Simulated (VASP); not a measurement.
# NaCl (P4/mmm) in VASP: further runs

Runs on NaCl. Level: PBE. Tasks: single point.

Everything below comes from runs of VASP 6.6.1. Logs are shortened: lines on timing, memory, paths and dates and some standing lists are left out, and cuts for length are marked.

### Step 1. The cell of the first run

Symmetry: P4/mmm, No. 123, tetragonal system. The conventional cell has a = 3.818 Å, b = 3.818 Å, c = 5.859 Å, α = 90.00°, β = 90.00°, γ = 90.00°. Na (site symmetry 4/mmm) has 4 Cl at 2.70 Å within 3.6 Å. Within 3.6 Å of Cl (site symmetry 4/mmm) lie 4 Na at 2.70 Å.

The cell was generated, and may not be a known phase.

### Step 2. Single point, PBE

Input file INCAR:

```
SYSTEM = NaCl
PREC = Accurate ; ENCUT = 520
EDIFF = 1E-6 ; ISMEAR = 0
SIGMA = 0.1 ; LREAL = .FALSE.
LASPH = .TRUE. ; NELM = 60
ALGO = Normal ; ISIF = 2
LWAVE = .FALSE. ; LCHARG = .FALSE.
GGA = PE ; NBANDS = 14
```

Input file KPOINTS:

```
regular mesh
0
G
  4 4 4
  0 0 0
```

Input file POSCAR:

```
NaCl
1.0
    3.8181210800      0.0000000000      0.0000000000
    0.0000000000      3.8181210800      0.0000000000
    0.0000000000      0.0000000000      5.8593090900
Na Cl
1 1
Direct
    0.5000000000      0.5000000000      0.5000000000
    0.0000000000      0.0000000000      0.5000000000
```

Potentials or basis: VASP PAW PBE potentials, release 64 (Na_pv, Cl).

Run with:

```sh
$ cat potpaw_PBE.64/Na_pv/POTCAR potpaw_PBE.64/Cl/POTCAR > POTCAR
$ mpirun -np 1 vasp_std > vasp.out
```

OUTCAR:

```text
SYSTEM = NaCl
   PREC = Accurate
   ENCUT = 520
   EDIFF = 1E-6
   ISMEAR = 0
   LREAL = .FALSE.
   LASPH = .TRUE.
   NELM = 60
   ISIF = 2
   GGA = PE

 ion  position               nearest neighbor table
   1  0.500  0.500  0.500-   2 2.70   2 2.70   2 2.70   2 2.70
   2  0.000  0.000  0.500-   1 2.70   1 2.70   1 2.70   1 2.70

  LATTYP: Found a simple tetragonal cell.
 ALAT       =     3.8181210800
 C/A-ratio  =     1.5346053641

  Lattice vectors:

 A1 = (   3.8181210800,   0.0000000000,   0.0000000000)
 A2 = (   0.0000000000,   3.8181210800,   0.0000000000)
 A3 = (   0.0000000000,   0.0000000000,   5.8593090900)

Analysis of symmetry for initial positions (statically):
=====================================================================
 Subroutine PRICEL returns:
 Original cell was already a primitive cell.

 Routine SETGRP: Setting up the symmetry group for a
 simple tetragonal supercell.

 Subroutine GETGRP returns: Found 16 space group operations
 (whereof 16 operations were pure point group operations)
 out of a pool of 16 trial point group operations.

The static configuration has the point symmetry D_4h.

Analysis of symmetry for dynamics (positions and initial velocities):
=====================================================================
 Subroutine PRICEL returns:
 Original cell was already a primitive cell.

 Routine SETGRP: Setting up the symmetry group for a
 simple tetragonal supercell.

 Subroutine GETGRP returns: Found 16 space group operations
 (whereof 16 operations were pure point group operations)
 out of a pool of 16 trial point group operations.

The dynamic configuration has the point symmetry D_4h.

 Subroutine INISYM returns: Found 16 space group operations
 (whereof 16 operations are pure point group operations),
 and found     1 'primitive' translations

----------------------------------------------------------------------------------------

                                     Primitive cell

  volume of cell :      85.4173

  direct lattice vectors                    reciprocal lattice vectors
     3.818121080  0.000000000  0.000000000     0.261908928  0.000000000  0.000000000
     0.000000000  3.818121080  0.000000000     0.000000000  0.261908928  0.000000000
     0.000000000  0.000000000  5.859309090     0.000000000  0.000000000  0.170668586

  length of vectors
     3.818121080  3.818121080  5.859309090     0.261908928  0.261908928  0.170668586

  position of ions in fractional coordinates (direct lattice)
     0.500000000  0.500000000  0.500000000
     0.000000000  0.000000000  0.500000000

  ion indices of the primitive-cell ions
   primitive index   ion index
                 1           1
                 2           2

----------------------------------------------------------------------------------------

 KPOINTS: regular mesh

Automatic generation of k-mesh.
 Grid dimensions read from file:
 generate k-points for:    4    4    4

 Generating k-lattice:

  Cartesian coordinates                     Fractional coordinates (reciprocal lattice)
     0.065477232  0.000000000  0.000000000     0.250000000  0.000000000  0.000000000
     0.000000000  0.065477232  0.000000000     0.000000000  0.250000000  0.000000000
     0.000000000  0.000000000  0.042667147     0.000000000  0.000000000  0.250000000

  Length of vectors
     0.065477232  0.065477232  0.042667147

  Shift w.r.t. Gamma in fractional coordinates (k-lattice)
     0.000000000  0.000000000  0.000000000

 Subroutine IBZKPT returns following result:
 ===========================================

 Found     18 irreducible k-points:

 Following reciprocal coordinates:
            Coordinates               Weight
  0.000000  0.000000  0.000000      1.000000
  0.250000  0.000000  0.000000      4.000000
  0.500000  0.000000  0.000000      2.000000
  0.250000  0.250000  0.000000      4.000000
  0.500000  0.250000  0.000000      4.000000
  0.500000  0.500000  0.000000      1.000000
[... 10 lines left out ...]
  0.500000  0.250000  0.500000      4.000000
  0.500000  0.500000  0.500000      1.000000
   k-points           NKPTS =     18   k-points in BZ     NKDIM =     18   number of bands    NBANDS=     14
   number of dos      NEDOS =    301   number of ions     NIONS =      2
   total plane-waves  NPLWV =  37632
   dimension x,y,z NGX =    28 NGY =   28 NGZ =   48
   dimension x,y,z NGXF=    56 NGYF=   56 NGZF=   96
   ions per type =               1   1
   NGX,Y,Z   is equivalent  to a cutoff of  12.19, 12.19, 13.62 a.u.
   NGXF,Y,Z  is equivalent  to a cutoff of  24.38, 24.38, 27.24 a.u.
 SYSTEM =  NaCl
   PREC   = accura    normal or accurate (medium, high low for compatibility)
   ISTART =      0    job   : 0-new  1-cont  2-samecut
   ICHARG =      2    charge: 1-file 2-atom 10-const
   ISPIN  =      1    spin polarized calculation?
   LNONCOLLINEAR =      F non collinear calculations
   LSORBIT =      F    spin-orbit coupling
   LASPH  =      T    aspherical Exc in radial PAW
   ENCUT  =  520.0 eV  38.22 Ry    6.18 a.u.   7.10  7.10 10.89*2*pi/ulx,y,z
   NELM   =     60;   NELMIN=  2; NELMDL= -5     # of ELM steps
   EDIFF  = 0.1E-05   stopping-criterion for ELM
   LREAL  =      F    real-space projection
   EDIFFG = 0.1E-04   stopping-criterion for IOM
   NSW    =      0    number of steps for IOM
   IBRION =     -1    ionic relax: 0-MD 1-quasi-New 2-CG
   NFREE  =      0    steps in history (QN), initial steepest desc. (CG)
   ISIF   =      2    stress and relaxation
   ISYM   =      2    0-nonsym 1-usesym 2-fastsym
   POTIM  = 0.5000    time-step for ionic-motion
   TEBEG  =    0.0;   TEEND  =   0.0 temperature during run
   PSTRESS=    0.0 pullay stress
   NELECT =      14.0000    total number of electrons
   NUPDOWN=      -1.0000    fix difference up-down
   EMIN   =  10.00;   EMAX   =-10.00  energy-range for DOS
   EFERMI =   0.00;   METHOD = LEGACY
   ISMEAR =     0;   SIGMA  =   0.10  broadening in eV -4-tet -1-fermi 0-gaus
   EFERMI_NEDOS =   21; number of points for ismear=-14 and -15
   IALGO  =     38    algorithm
   IMIX   =      4    mixing-type and parameters
     AMIX     =   0.40;   BMIX     =  1.00
     AMIX_MAG =   1.60;   BMIX_MAG =  1.00
  volume/ion in A,a.u.               =      42.71       288.21
  Fermi-wavevector in a.u.,A,eV,Ry     =   0.895919  1.693042 10.921008  0.802671
  Thomas-Fermi vector in A             =   2.018312
   LORBIT       =      0    0 simple, 1 ext, 2 COOP (PROOUT), +10 PAW based schemes
   GGA     = PE    functional components
   LHFCALC =     F    Hartree Fock is set to
   AEXX    =    0.0000 exact exchange contribution
   IVDW    =     0    specifies the selected vdW correction
   LEPSILON=     F    determine dielectric tensor
   LRPA    =     F    only Hartree local field effects (RPA)
 non-spin polarized calculation
 Gauss-broadening in eV      SIGMA  =   0.10
  energy-cutoff  :      520.00
  volume of cell :       85.42
 maximum number of plane-waves:      2314
   NGX = 15   NGY = 15   NGZ = 21

 number of electron      14.0000008 magnetization

 Free energy of the ion-electron system (eV)
  ---------------------------------------------------
  ext. energy  EPLUGINS =         0.00000000
  ---------------------------------------------------
  free energy    TOTEN  =        -6.49157979 eV

  energy without entropy =       -6.49157979  energy(sigma->0) =       -6.49157979

 E-fermi :  -3.0190     XC(G=0):  -5.3237

 val. band max:       -3.4812012761   @ k =   0.5000   0.5000   0.0000
 cond. band min:       1.0755786426   @ k =   0.0000   0.0000   0.0000
 fundamental gap:      4.5567799186
 Fermi energy:        -3.0189603897

 k-point     1 :       0.0000    0.0000    0.0000
  band No.  band energies     occupation
      1     -24.6306      2.00000
      2     -24.5423      2.00000
      3     -24.5423      2.00000
      4     -15.7854      2.00000
      5      -3.9674      2.00000
      6      -3.5395      2.00000
      7      -3.5395      2.00000
      8       1.0756      0.00000
      9       5.0483      0.00000
     10       5.7727      0.00000
     11       5.8225      0.00000
     12      10.0606      0.00000
     13      10.0606      0.00000
     14      11.2122      0.00000

 k-point     2 :       0.2500    0.0000    0.0000
  band No.  band energies     occupation
      1     -24.6298      2.00000
      2     -24.5558      2.00000
      3     -24.5407      2.00000
      4     -15.6855      2.00000
      5      -4.3697      2.00000
      6      -3.8447      2.00000
      7      -3.5173      2.00000
      8       1.9549      0.00000
      9       5.3535      0.00000
     10       5.7578      0.00000
     11       6.3034      0.00000
     12       8.7504      0.00000
     13       9.0478      0.00000
     14       9.4648      0.00000

 k-point     3 :       0.5000    0.0000    0.0000
  band No.  band energies     occupation
      1     -24.6290      2.00000
      2     -24.5693      2.00000
      3     -24.5391      2.00000
      4     -15.5815      2.00000
      5      -5.0302      2.00000
      6      -3.7129      2.00000
      7      -3.4948      2.00000
      8       3.8480      0.00000
      9       4.0499      0.00000
     10       4.8338      0.00000
     11       6.6157      0.00000
     12       8.7027      0.00000
     13       8.8550      0.00000
     14       9.4620      0.00000
[... 222 lines left out ...]
 k-point    17 :       0.5000    0.2500    0.5000
  band No.  band energies     occupation
      1     -24.6283      2.00000
      2     -24.5640      2.00000
      3     -24.5489      2.00000
      4     -15.5369      2.00000
      5      -4.8227      2.00000
      6      -4.1019      2.00000
      7      -3.6529      2.00000
      8       3.8707      0.00000
      9       5.0348      0.00000
     10       5.4504      0.00000
     11       6.6816      0.00000
     12       8.6090      0.00000
     13       8.6844      0.00000
     14       8.7355      0.00000

 k-point    18 :       0.5000    0.5000    0.5000
  band No.  band energies     occupation
      1     -24.6276      2.00000
      2     -24.5587      2.00000
      3     -24.5587      2.00000
      4     -15.4920      2.00000
      5      -4.6130      2.00000
      6      -4.6130      2.00000
      7      -3.5212      2.00000
      8       4.2453      0.00000
      9       5.3406      0.00000
     10       5.3406      0.00000
     11       6.0964      0.00000
     12       8.1806      0.00000
     13       8.9110      0.00000
     14       8.9110      0.00000

------------------------ aborting loop because EDIFF is reached ----------------------------------------

  FORCE on cell =-STRESS in cart. coord.  units (eV):
  Direction    XX          YY          ZZ          XY          YZ          ZX
  --------------------------------------------------------------------------------------
  -------------------------------------------------------------------------------------
  Total        0.2374335      0.2374335     -0.0017901      0.0000000      0.0000000      0.0000000
  in kB        4.4535548      4.4535548     -0.0335765      0.0000000      0.0000000      0.0000000
  external PRESSURE =       2.9578444 kB  Pullay stress =       0.0000000 kB

 VOLUME and BASIS-vectors are now :
 -----------------------------------------------------------------------------
  energy-cutoff  :      520.00
  volume of cell :       85.42
      direct lattice vectors                 reciprocal lattice vectors
     3.818121080  0.000000000  0.000000000     0.261908928  0.000000000  0.000000000
     0.000000000  3.818121080  0.000000000     0.000000000  0.261908928  0.000000000
     0.000000000  0.000000000  5.859309090     0.000000000  0.000000000  0.170668586

 POSITION                                       TOTAL-FORCE (eV/Angst)
 -----------------------------------------------------------------------------------
      1.90906      1.90906      2.92965         0.000000      0.000000      0.000000
      0.00000      0.00000      2.92965         0.000000      0.000000      0.000000
 -----------------------------------------------------------------------------------
    total drift:                                0.000000      0.000000      0.000000

  FREE ENERGIE OF THE ION-ELECTRON SYSTEM (eV)
  ---------------------------------------------------
  free  energy   TOTEN  =        -6.4915797886 eV

  energy  without entropy=       -6.4915797886  energy(sigma->0) =       -6.49157979
```

Run time: 25 s. Hardware: 1 thread of Intel Xeon 8259CL, shared host; peak memory 0.18 GiB.

Results:

```
Free energy            : -6.4916 eV
Pressure               : 0.3 GPa
Band gap on the k mesh : 4.56 eV (least direct gap 4.62 eV)
```

Levels at points of the mesh, in eV from the valence-band top:
```tsv
k point	band 5	band 6	band 7	band 8	band 9	band 10
(0.00, 0.00, 0.00)	-0.49	-0.06	-0.06	4.56	8.53	9.25
(0.50, 0.00, 0.00)	-1.55	-0.23	-0.01	7.33	7.53	8.31
(0.50, 0.50, 0.00)	-1.14	-1.14	0.00	7.30	9.96	9.96
(0.00, 0.00, 0.50)	-0.60	-0.06	-0.06	5.92	6.20	9.38
(0.50, 0.00, 0.50)	-1.53	-0.29	-0.01	6.75	8.62	8.87
(0.50, 0.50, 0.50)	-1.13	-1.13	-0.04	7.73	8.82	8.82
```

A k mesh can miss the band edges.

### Step 3. Single point, PBE

This run uses another cell than the first one.

Input file INCAR:

```
SYSTEM = NaCl
PREC = Accurate
ENCUT = 520
EDIFF = 1E-6
ISMEAR = 0
SIGMA = 0.1
LREAL = .FALSE.
LASPH = .TRUE.
NELM = 80
ALGO = Normal
ISIF = 2
LWAVE = .FALSE.
LCHARG = .FALSE.
GGA = PE
NBANDS = 14
```

Input file KPOINTS:

```
Automatic mesh
0
G
  4 4 4
  0 0 0
```

Input file POSCAR:

```
NaCl
1.0
    3.8357683034      0.0000000000      0.0000000000
    0.0000000000      3.8357683034      0.0000000000
    0.0000000000      0.0000000000      5.8633202992
Na Cl
1 1
Direct
    0.5000000000      0.5000000000      0.5000000000
    0.0000000000      0.0000000000      0.5000000000
```

Potentials or basis: VASP PAW PBE potentials, release 64 (Na_pv, Cl).

Run with:

```sh
$ cat potpaw_PBE.64/Na_pv/POTCAR potpaw_PBE.64/Cl/POTCAR > POTCAR
$ mpirun -np 1 vasp_std > vasp.out
```

Run time: 31 s. Hardware: 1 thread of Intel Xeon 8259CL, shared host; peak memory 0.19 GiB.

It converged, with:

| Quantity | Value |
| --- | --- |
| Free energy | -6.4933 eV |
| Pressure | 0.1 GPa |
| Band gap on the k mesh | 4.53 eV (least direct gap 4.60 eV) |

Stress tensor (GPa, compression positive):
```
0.19 0.00 0.00
0.00 0.19 0.00
0.00 0.00 0.00
```

Levels at points of the mesh, in eV from the valence-band top:
| k point | band 3 | band 4 | band 5 | band 6 | band 7 | band 8 | band 9 | band 10 | band 11 | band 12 |
| --- | --- | --- | --- | --- | --- | --- | --- | --- | --- | --- |
| (0.00, 0.00, 0.00) | -21.10 | -12.29 | -0.47 | -0.07 | -0.07 | 4.53 | 8.49 | 9.22 | 9.29 | 13.50 |
| (0.50, 0.00, 0.00) | -21.10 | -12.10 | -1.53 | -0.23 | -0.02 | 7.30 | 7.49 | 8.30 | 10.06 | 12.12 |
| (0.50, 0.50, 0.00) | -21.11 | -12.01 | -1.13 | -1.13 | 0.00 | 7.25 | 9.95 | 9.95 | 10.11 | 10.35 |
| (0.00, 0.00, 0.50) | -21.10 | -12.29 | -0.59 | -0.06 | -0.06 | 5.87 | 6.18 | 9.37 | 11.16 | 12.81 |
| (0.50, 0.00, 0.50) | -21.10 | -12.09 | -1.51 | -0.29 | -0.02 | 6.74 | 8.57 | 8.84 | 9.25 | 12.19 |
| (0.50, 0.50, 0.50) | -21.11 | -12.01 | -1.12 | -1.12 | -0.04 | 7.68 | 8.80 | 8.80 | 9.52 | 11.61 |

A k mesh can miss the band edges.

### Step 4. Single point, PBE (43.95 Å³/atom)

This run uses another cell than the first one.

Input file INCAR:

```
PREC = Accurate
ENCUT = 520
EDIFF = 1E-7
ISMEAR = 0
SIGMA = 0.02
LREAL = F
LASPH = T
NELM = 60
ALGO = Normal
ISIF = 2
LWAVE = F
LCHARG = T
GGA = PE
LELF = T
LVHAR = T
NBANDS = 14
```

Input file KPOINTS:

```
regular mesh
0
Gamma
  6 6 4
```

Input file POSCAR:

```
NaCl
1.0
    3.8464562574      0.0000000000      0.0000000000
    0.0000000000      3.8464562574      0.0000000000
    0.0000000000      0.0000000000      5.9408018008
Na Cl
1 1
Direct
    0.5000000000      0.5000000000      0.5000000000
    0.0000000000      0.0000000000      0.5000000000
```

Run with:

```sh
$ cat potpaw_PBE.64/Na_pv/POTCAR potpaw_PBE.64/Cl/POTCAR > POTCAR
$ mpirun -np 1 vasp_std > vasp.out
```

Run time: 57 s. Hardware: 1 thread of Intel Xeon 8259CL, shared host; peak memory 0.2 GiB.

Results (log left out):

| Property | Result |
| --- | --- |
| Free energy | -6.4952 eV |
| Pressure | 0.0 GPa |
| Band gap on the k mesh | 4.53 eV (least direct gap 4.60 eV) |

Levels at points of the mesh, in eV from the valence-band top:
| k point | band 5 | band 6 | band 7 | band 8 | band 9 | band 10 |
| --- | --- | --- | --- | --- | --- | --- |
| (0.00, 0.00, 0.00) | -0.47 | -0.07 | -0.07 | 4.53 | 8.42 | 9.10 |
| (0.50, 0.00, 0.00) | -1.51 | -0.22 | -0.02 | 7.28 | 7.47 | 8.25 |
| (0.50, 0.50, 0.00) | -1.11 | -1.11 | 0.00 | 7.24 | 9.91 | 9.91 |
| (0.00, 0.00, 0.50) | -0.57 | -0.07 | -0.07 | 5.81 | 6.15 | 9.36 |
| (0.50, 0.00, 0.50) | -1.50 | -0.28 | -0.02 | 6.74 | 8.52 | 8.79 |
| (0.50, 0.50, 0.50) | -1.11 | -1.11 | -0.04 | 7.64 | 8.80 | 8.80 |

A k mesh can miss the band edges.

### Step 5. Summary

| cell | k mesh | smearing | gap on the mesh (eV) | pressure (GPa) |
| --- | --- | --- | --- | --- |
| a = 3.818, b = 3.818, c = 5.859 Å, 2 atoms | 4 × 4 × 4 | gaussian 0.1 eV | 4.56 | 0.3 |
| a = 3.836, b = 3.836, c = 5.863 Å, 2 atoms | 4 × 4 × 4 | gaussian 0.1 eV | 4.53 | 0.1 |
| a = 3.846, b = 3.846, c = 5.941 Å, 2 atoms | 6 × 6 × 4 | gaussian 0.02 eV | 4.53 | 0.0 |

Alike in all rows: task single point; level PBE; potentials or basis VASP PAW PBE potentials, release 64 (Na_pv, Cl); no spin polarisation; cutoff (eV) 520.

Absolute energies hang on the potentials; compare differences alone.
